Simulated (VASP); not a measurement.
# HC18 in VASP: further runs

Runs on HC18. Level: PBE. Tasks: single point.

Program: VASP 6.6.1. These are calculated values, not measurements. Logs are shortened: lines on timing, memory, paths and dates and some standing lists are left out, and cuts for length are marked.

### 1 The cell of the first run

The cell holds a slab with vacuum, 19 atoms: a = 7.398 Å, b = 7.398 Å, c = 12.000 Å, α = 90.00°, β = 90.00°, γ = 120.00°.

### 2 Single point, PBE, collinear spin

INCAR reads:

```
PREC     = Accurate       # precision mode
ENCUT    = 520            # plane-wave cutoff, eV
EDIFF    = 1E-6           # SCF threshold, eV
ISMEAR   = 0              # smearing method
SIGMA    = 0.05           # smearing width, eV
LREAL    = Auto         
LASPH    = T              # aspherical terms in the spheres
NELM     = 150            # most SCF steps
ALGO     = Normal         # electronic algorithm
ISIF     = 2              # what is computed and relaxed
LWAVE    = F              # write WAVECAR
LCHARG   = F              # write CHGCAR
ISPIN    = 2              # spin polarisation
MAGMOM   = 0 0.09 0 0.09 0 0 0 0.08 0 0.09 0 0.08 0 0.08 0 0 0 0 0 # initial moments
LORBIT   = 11             # projections on sites
GGA      = PE             # functional
NBANDS   = 56             # bands
```

KPOINTS reads:

```
Automatic mesh
0
Gamma
  2 2 1
```

POSCAR reads:

```
HC18
1.0
    7.3980000000      0.0000000000      0.0000000000
   -3.6990000000      6.4068560000      0.0000000000
    0.0000000000      0.0000000000     12.0000000000
C H
18 1
Direct
   -0.0036400332      0.0032165543      0.0777180833
    0.2178341926      0.1138600587      0.0812865833
   -0.0037429463      0.3352553889      0.0780850000
    0.2177411556      0.4460624681      0.0812003333
   -0.0037335665      0.6691814207      0.0812935833
    0.2187845383      0.7804436373      0.0811602500
    0.3300533880      0.0029661975      0.0817961667
    0.5531539885      0.1137770226      0.0808332500
    0.3246981808      0.3334412386      0.0851510833
    0.5526361730      0.4477319297      0.1043003333
    0.3300545052      0.6691817328      0.0814937500
    0.5531364817      0.7816890219      0.0799770000
    0.6640068314      0.0031620814      0.0774974167
    0.8854829441      0.1138044932      0.0772983333
    0.6660039744      0.3333539883      0.0842707500
    0.8855840208      0.4460685553      0.0806782500
    0.6661496401      0.6751259900      0.0827631667
    0.8857324242      0.7817360028      0.0799076667
    0.5584762458      0.4547770388      0.1982884167
```

Potentials or basis: VASP PAW PBE potentials, release 64 (C, H).

Launch:

```
> cat potpaw_PBE.64/C/POTCAR potpaw_PBE.64/H/POTCAR > POTCAR
> mpirun -np 1 vasp_std > vasp.out
```

OUTCAR:

```text
PREC = Accurate
   ENCUT = 520
   EDIFF = 1E-6
   ISMEAR = 0
   LREAL = Auto
   LASPH = T
   NELM = 150
   ISIF = 2
   ISPIN = 2
   LORBIT = 11
   GGA = PE

 ion  position               nearest neighbor table
   1  0.996  0.003  0.078-  14 1.42  18 1.42   2 1.42
   2  0.218  0.114  0.081-   9 1.41   1 1.42   7 1.43
   3  0.996  0.335  0.078-  14 1.42  16 1.42   4 1.42
   4  0.218  0.446  0.081-   9 1.41   3 1.42  11 1.43
   5  0.996  0.669  0.081-   6 1.43  18 1.43  16 1.43
   6  0.219  0.780  0.081-   5 1.43   7 1.43  11 1.43
   7  0.330  0.003  0.082-   6 1.43   8 1.43   2 1.43
   8  0.553  0.114  0.081-  15 1.41  13 1.42   7 1.43
   9  0.325  0.333  0.085-   2 1.41   4 1.41  10 1.48
  10  0.553  0.448  0.104-  19 1.13   9 1.48  15 1.48  17 1.48
  11  0.330  0.669  0.081-   6 1.43  12 1.43   4 1.43
  12  0.553  0.782  0.080-  17 1.41  13 1.42  11 1.43
  13  0.664  0.003  0.077-  14 1.42  12 1.42   8 1.42
  14  0.885  0.114  0.077-   3 1.42   1 1.42  13 1.42
  15  0.666  0.333  0.084-   8 1.41  16 1.41  10 1.48
  16  0.886  0.446  0.081-  15 1.41   3 1.42   5 1.43
  17  0.666  0.675  0.083-  12 1.41  18 1.41  10 1.48
  18  0.886  0.782  0.080-  17 1.41   1 1.42   5 1.43
  19  0.558  0.455  0.198-  10 1.13

  LATTYP: Found a hexagonal cell.
 ALAT       =     7.3980000000
 C/A-ratio  =     1.6220600162

  Lattice vectors:

 A1 = (   7.3980000000,   0.0000000000,   0.0000000000)
 A2 = (  -3.6990000000,   6.4068560000,   0.0000000000)
 A3 = (   0.0000000000,   0.0000000000,  12.0000000000)

Analysis of symmetry for initial positions (statically):
=====================================================================
 Subroutine PRICEL returns:
 Original cell was already a primitive cell.

 Routine SETGRP: Setting up the symmetry group for a
 hexagonal supercell.

 Subroutine GETGRP returns: Found  1 space group operations
 (whereof  1 operations were pure point group operations)
 out of a pool of 24 trial point group operations.

The static configuration has the point symmetry C_1 .

Analysis of symmetry for dynamics (positions and initial velocities):
=====================================================================
 Subroutine PRICEL returns:
 Original cell was already a primitive cell.

 Routine SETGRP: Setting up the symmetry group for a
 hexagonal supercell.

 Subroutine GETGRP returns: Found  1 space group operations
 (whereof  1 operations were pure point group operations)
 out of a pool of 24 trial point group operations.

The dynamic configuration has the point symmetry C_1 .

Analysis of structural, dynamic, and magnetic symmetry:
=====================================================================
 Subroutine PRICEL returns:
 Original cell was already a primitive cell.

 Routine SETGRP: Setting up the symmetry group for a
 hexagonal supercell.

 Subroutine GETGRP returns: Found  1 space group operations
 (whereof  1 operations were pure point group operations)
 out of a pool of 24 trial point group operations.

The overall configuration has the point symmetry C_1 .

 Subroutine INISYM returns: Found  1 space group operations
 (whereof  1 operations are pure point group operations),
 and found     1 'primitive' translations

----------------------------------------------------------------------------------------

                                     Primitive cell

  volume of cell :     568.7750

  direct lattice vectors                    reciprocal lattice vectors
     7.398000000  0.000000000  0.000000000     0.135171668  0.078041398  0.000000000
    -3.699000000  6.406856000  0.000000000     0.000000000  0.156082796  0.000000000
     0.000000000  0.000000000 12.000000000     0.000000000  0.000000000  0.083333333

  length of vectors
     7.398000000  7.398000054 12.000000000     0.156082797  0.156082796  0.083333333

  position of ions in fractional coordinates (direct lattice)
     0.996359967  0.003216554  0.077718083
     0.217834193  0.113860059  0.081286583
     0.996257054  0.335255389  0.078085000
     0.217741156  0.446062468  0.081200333
     0.996266433  0.669181421  0.081293583
     0.218784538  0.780443637  0.081160250
[... 11 lines left out ...]
     0.885732424  0.781736003  0.079907667
     0.558476246  0.454777039  0.198288417

  ion indices of the primitive-cell ions
   primitive index   ion index
                 1           1
                 2           2
                 3           3
                 4           4
                 5           5
                 6           6
[... 11 lines left out ...]
                18          18
                19          19

----------------------------------------------------------------------------------------

 KPOINTS: Automatic mesh

Automatic generation of k-mesh.
 Grid dimensions read from file:
 generate k-points for:    2    2    1

 Generating k-lattice:

  Cartesian coordinates                     Fractional coordinates (reciprocal lattice)
     0.067585834  0.039020699  0.000000000     0.500000000  0.000000000  0.000000000
     0.000000000  0.078041398  0.000000000     0.000000000  0.500000000  0.000000000
     0.000000000  0.000000000  0.083333333     0.000000000  0.000000000  1.000000000

  Length of vectors
     0.078041399  0.078041398  0.083333333

  Shift w.r.t. Gamma in fractional coordinates (k-lattice)
     0.000000000  0.000000000  0.000000000

 Subroutine IBZKPT returns following result:
 ===========================================

 Found      4 irreducible k-points:

 Following reciprocal coordinates:
            Coordinates               Weight
  0.000000  0.000000  0.000000      1.000000
  0.500000  0.000000  0.000000      1.000000
  0.000000  0.500000  0.000000      1.000000
  0.500000  0.500000  0.000000      1.000000
   k-points           NKPTS =      4   k-points in BZ     NKDIM =      4   number of bands    NBANDS=     56
   number of dos      NEDOS =    301   number of ions     NIONS =     19
   total plane-waves  NPLWV = 282240
   dimension x,y,z NGX =    56 NGY =   56 NGZ =   90
   dimension x,y,z NGXF=   112 NGYF=  112 NGZF=  180
   ions per type =              18   1
   NGX,Y,Z   is equivalent  to a cutoff of  12.58, 12.58, 12.47 a.u.
   NGXF,Y,Z  is equivalent  to a cutoff of  25.17, 25.17, 24.94 a.u.
 SYSTEM =  unknown system
   PREC   = accura    normal or accurate (medium, high low for compatibility)
   ISTART =      0    job   : 0-new  1-cont  2-samecut
   ICHARG =      2    charge: 1-file 2-atom 10-const
   ISPIN  =      2    spin polarized calculation?
   LNONCOLLINEAR =      F non collinear calculations
   LSORBIT =      F    spin-orbit coupling
   LASPH  =      T    aspherical Exc in radial PAW
   ENCUT  =  520.0 eV  38.22 Ry    6.18 a.u.  13.76 13.76 22.31*2*pi/ulx,y,z
   NELM   =    150;   NELMIN=  2; NELMDL= -5     # of ELM steps
   EDIFF  = 0.1E-05   stopping-criterion for ELM
   LREAL  =      T    real-space projection
   EDIFFG = 0.1E-04   stopping-criterion for IOM
   NSW    =      0    number of steps for IOM
   IBRION =     -1    ionic relax: 0-MD 1-quasi-New 2-CG
   NFREE  =      0    steps in history (QN), initial steepest desc. (CG)
   ISIF   =      2    stress and relaxation
   ISYM   =      2    0-nonsym 1-usesym 2-fastsym
   POTIM  = 0.5000    time-step for ionic-motion
   TEBEG  =    0.0;   TEEND  =   0.0 temperature during run
   PSTRESS=    0.0 pullay stress
   NELECT =      73.0000    total number of electrons
   NUPDOWN=      -1.0000    fix difference up-down
   EMIN   =  10.00;   EMAX   =-10.00  energy-range for DOS
   EFERMI =   0.00;   METHOD = LEGACY
   ISMEAR =     0;   SIGMA  =   0.05  broadening in eV -4-tet -1-fermi 0-gaus
   EFERMI_NEDOS =   21; number of points for ismear=-14 and -15
   IALGO  =     38    algorithm
   IMIX   =      4    mixing-type and parameters
     AMIX     =   0.40;   BMIX     =  1.00
     AMIX_MAG =   1.60;   BMIX_MAG =  1.00
  volume/ion in A,a.u.               =      29.94       202.01
  Fermi-wavevector in a.u.,A,eV,Ry     =   0.825789  1.560514  9.278180  0.681927
  Thomas-Fermi vector in A             =   1.937708
   LORBIT       =     11    0 simple, 1 ext, 2 COOP (PROOUT), +10 PAW based schemes
   GGA     = PE    functional components
   LHFCALC =     F    Hartree Fock is set to
   AEXX    =    0.0000 exact exchange contribution
   IVDW    =     0    specifies the selected vdW correction
   LEPSILON=     F    determine dielectric tensor
   LRPA    =     F    only Hartree local field effects (RPA)
 spin polarized calculation
 Gauss-broadening in eV      SIGMA  =   0.05
  energy-cutoff  :      520.00
  volume of cell :      568.78
 maximum number of plane-waves:     15363
 NGX is ok and might be reduce to    56
   NGX = 27   NGY = 27   NGZ = 45

 number of electron      72.9999998 magnetization       0.0079759

 Free energy of the ion-electron system (eV)
  ---------------------------------------------------
  ext. energy  EPLUGINS =         0.00000000
  ---------------------------------------------------
  free energy    TOTEN  =      -167.63484163 eV

  energy without entropy =     -167.62561262  energy(sigma->0) =     -167.63022713

 E-fermi :  -1.4687     XC(G=0):  -3.6291

 val. band max:       -1.5075686223   @ k =   0.0000   0.0000   0.0000
 cond. band min:      -1.4135675967   @ k =   0.0000   0.5000   0.0000
 fundamental gap:      0.0940010256
 Fermi energy:        -1.4686731135

 spin component 1

 k-point     1 :       0.0000    0.0000    0.0000
  band No.  band energies     occupation
      1     -21.1206      1.00000
      2     -18.7613      1.00000
      3     -18.5553      1.00000
      4     -18.5476      1.00000
      5     -18.4425      1.00000
      6     -18.4323      1.00000
[... 193 lines left out ...]
     47       4.0679      0.00000
     48       4.2242      0.00000
 Fermi energy:        -1.4686731135

 spin component 2

 k-point     1 :       0.0000    0.0000    0.0000
  band No.  band energies     occupation
      1     -21.1201      1.00000
      2     -18.7610      1.00000
      3     -18.5546      1.00000
      4     -18.5468      1.00000
      5     -18.4424      1.00000
      6     -18.4317      1.00000
[... 193 lines left out ...]
     47       4.0641      0.00000
     48       4.2135      0.00000
 [bands above 48 left out]

------------------------ aborting loop because EDIFF is reached ----------------------------------------

  FORCE on cell =-STRESS in cart. coord.  units (eV):
  Direction    XX          YY          ZZ          XY          YZ          ZX
  --------------------------------------------------------------------------------------
  -------------------------------------------------------------------------------------
  Total        5.0276279      5.1624363     -0.0673426     -0.0254491     -0.1407192     -0.0458938
  in kB       14.1622801     14.5420206     -0.1896969     -0.0716872     -0.3963906     -0.1292778
  external PRESSURE =       9.5048679 kB  Pullay stress =       0.0000000 kB

 VOLUME and BASIS-vectors are now :
 -----------------------------------------------------------------------------
  energy-cutoff  :      520.00
  volume of cell :      568.78
      direct lattice vectors                 reciprocal lattice vectors
     7.398000000  0.000000000  0.000000000     0.135171668  0.078041398  0.000000000
    -3.699000000  6.406856000  0.000000000     0.000000000  0.156082796  0.000000000
     0.000000000  0.000000000 12.000000000     0.000000000  0.000000000  0.083333333

 POSITION                                       TOTAL-FORCE (eV/Angst)
 -----------------------------------------------------------------------------------
      7.35917      0.02061      0.93262         0.003215      0.004947     -0.004785
      1.19037      0.72949      0.97544         0.005026      0.002320     -0.005223
      6.13020      2.14793      0.93702        -0.001633     -0.001851     -0.004626
     -0.03914      2.85786      0.97440        -0.004031      0.010728      0.001251
      4.89508      4.28735      0.97552         0.007304      0.010602      0.001702
     -1.26829      5.00019      0.97392         0.002002      0.005269     -0.000493
[... 11 lines left out ...]
      3.66101      5.00847      0.95889         0.010827      0.010365      0.000905
      2.44939      2.91369      2.37946        -0.036690     -0.099367      0.046962
 -----------------------------------------------------------------------------------
    total drift:                               -0.016059      0.022604      0.018226

  FREE ENERGIE OF THE ION-ELECTRON SYSTEM (eV)
  ---------------------------------------------------
  free  energy   TOTEN  =      -167.6348416271 eV

  energy  without entropy=     -167.6256126239  energy(sigma->0) =     -167.63022713

 total charge

# of ion       s       p       d       tot
------------------------------------------
    1        0.862   1.804   0.000   2.666
    2        0.862   1.802   0.000   2.665
    3        0.862   1.804   0.000   2.666
    4        0.862   1.802   0.000   2.665
    5        0.861   1.775   0.000   2.637
    6        0.861   1.784   0.000   2.646
[... 11 lines left out ...]
   18        0.862   1.803   0.000   2.666
   19        0.586   0.042   0.000   0.628
--------------------------------------------------
tot         16.093  32.309   0.000  48.402

 magnetization (x)

# of ion       s       p       d       tot
------------------------------------------
    1       -0.000  -0.000   0.000  -0.000
    2        0.000   0.000   0.000   0.000
    3       -0.000  -0.000   0.000  -0.000
    4        0.000   0.000   0.000   0.000
    5        0.000   0.000   0.000   0.000
    6       -0.000  -0.000   0.000  -0.000
[... 11 lines left out ...]
   18        0.000   0.000   0.000   0.000
   19        0.000  -0.000   0.000   0.000
--------------------------------------------------
tot          0.000   0.004   0.000   0.004
```

Run time: 18 min. Hardware: 1 thread of Oxide Virtual Turin-like, shared host; peak memory 0.85 GiB.

Results:

| Property | Result |
| --- | --- |
| Free energy | -167.6348 eV |
| Largest force | 0.116 eV/Å |
| Net moment | 0.01 μB per cell |
| Valence electrons inside the program's atomic spheres | C 2.67, 2.64, 2.65, 2.66 (each value once); H 0.63 |

Forces on the atoms (eV/Å):
```
C    0.003  0.005 -0.005
C    0.005  0.002 -0.005
C   -0.002 -0.002 -0.005
C   -0.004  0.011  0.001
C    0.007  0.011  0.002
C    0.002  0.005  0.000
C    0.003  0.003  0.000
C    0.000  0.002 -0.005
C   -0.001  0.003 -0.017
C    0.003  0.009 -0.002
C    0.001  0.013  0.000
C   -0.001  0.000  0.002
C    0.002  0.011 -0.009
C    0.012  0.003 -0.007
C   -0.009  0.004 -0.004
C    0.002  0.015 -0.001
C    0.002 -0.006  0.005
C    0.011  0.010  0.001
H   -0.037 -0.099  0.047
```

Caveat: the k points lie up to 0.49 Å⁻¹ apart; there is no dipole correction, which matters where the two faces differ.

### 3 Single point, PBE, collinear spin

INCAR reads:

```
PREC = Accurate ; ENCUT = 520
EDIFF = 1E-6 ; ISMEAR = 0
SIGMA = 0.05 ; LREAL = Auto
LASPH = T ; NELM = 150
ALGO = Normal ; ISIF = 2
LWAVE = F ; LCHARG = F
ISPIN = 2 ; MAGMOM = 0 0 0 0 0 0 0 0 0 0 0 0 0 0 0 0 0 0 1
LORBIT = 11 ; GGA = PE
NBANDS = 56
```

KPOINTS reads:

```
regular mesh
0
Gamma
  2 2 1
```

POSCAR reads:

```
HC18
1.0
    7.3980000000      0.0000000000      0.0000000000
   -3.6990000000      6.4068560000      0.0000000000
    0.0000000000      0.0000000000     12.0000000000
C H
18 1
Direct
    0.0004615511     -0.0003314944      0.0792076149
    0.2197630275      0.1066094067      0.0847914330
    0.0004588124      0.3347122387      0.0791919046
    0.2197575009      0.4470783269      0.0847679549
   -0.0000825461      0.6669185773      0.0735464386
    0.2215625665      0.7777432227      0.0744754550
    0.3321235744     -0.0003305869      0.0792048431
    0.5555709106      0.1112653251      0.0817155062
    0.3332501294      0.3335862311      0.1139795428
    0.5602292224      0.4470742127      0.0847849874
    0.3321235649      0.6663771547      0.0791929503
    0.5555694187      0.7782228186      0.0817138192
    0.6665840371      0.0002519209      0.0814733286
    0.8886124846      0.1112663501      0.0817143329
    0.6671672344      0.3347123104      0.0792006761
    0.8890934784      0.4452737688      0.0744729178
    0.6671683101      0.6663751926      0.0792044893
    0.8890949024      0.7777421698      0.0744813091
    0.3332374201      0.3336209545      0.2078798963
```

Potentials or basis: VASP PAW PBE potentials, release 64 (C, H).

Launch:

```
> cat potpaw_PBE.64/C/POTCAR potpaw_PBE.64/H/POTCAR > POTCAR
> mpirun -np 1 vasp_std > vasp.out
```

It took 12 min on 1 thread of Oxide Virtual Turin-like, shared host; peak memory 0.83 GiB.

It converged, with:

* Free energy: -167.7817 eV
* Largest force: 0.029 eV/Å
* Band gap on the k mesh: 0.28 eV
* Net moment: 1.00 μB per cell
* Site moments: C -0.06, +0.13, -0.03, +0.06, +0.12, -0.02, -0.04 (each value once); H +0.05 μB
* Valence electrons inside the program's atomic spheres: C 2.66, 2.63, 2.65, 2.64 (each value once); H 0.65

Forces on the atoms (eV/Å):
```
C   -0.005  0.000  0.003
C   -0.003  0.017 -0.005
C   -0.001 -0.001  0.001
C    0.009 -0.006 -0.004
C    0.001  0.003 -0.016
C    0.011 -0.002 -0.001
C    0.003 -0.009  0.003
C   -0.001 -0.004  0.003
C   -0.005  0.002 -0.008
C   -0.009 -0.005 -0.003
C    0.000  0.005 -0.003
C   -0.007 -0.004  0.001
C    0.000 -0.002  0.008
C    0.002 -0.001 -0.002
C    0.008 -0.007 -0.005
C    0.005  0.003 -0.002
C   -0.003  0.007  0.002
C   -0.004  0.005  0.000
H    0.000  0.000  0.029
```

Levels at points of the mesh, in eV from the valence-band top:
Spin up:
```
           k point  band 33  band 34  band 35  band 36  band 37  band 38  band 39  band 40  band 41  band 42
(0.00, 0.00, 0.00)    -2.89    -2.89    -1.84    -0.11    -0.11     0.28     2.22     3.27     4.19     4.89
(0.50, 0.00, 0.00)    -2.59    -2.57    -2.52    -2.33    -0.11     1.94     2.55     2.57     2.63     3.77
(0.00, 0.50, 0.00)    -2.59    -2.57    -2.52    -2.33    -0.11     1.94     2.55     2.57     2.63     3.77
(0.50, 0.50, 0.00)    -2.59    -2.57    -2.52    -2.33    -0.11     1.94     2.55     2.57     2.63     3.77
```
Spin down:
```
           k point  band 34  band 35  band 36  band 37  band 38  band 39
(0.00, 0.00, 0.00)    -2.85    -1.66     0.00     0.44     0.44     2.42
(0.50, 0.00, 0.00)    -2.41    -2.40    -2.22     0.50     2.04     2.69
(0.00, 0.50, 0.00)    -2.41    -2.40    -2.22     0.50     2.04     2.69
(0.50, 0.50, 0.00)    -2.41    -2.40    -2.22     0.50     2.04     2.69
```

Caveat: the k points lie up to 0.49 Å⁻¹ apart; there is no dipole correction, which matters where the two faces differ.

The gap in the log of VASP goes by the Fermi energy; the results here count the filled bands.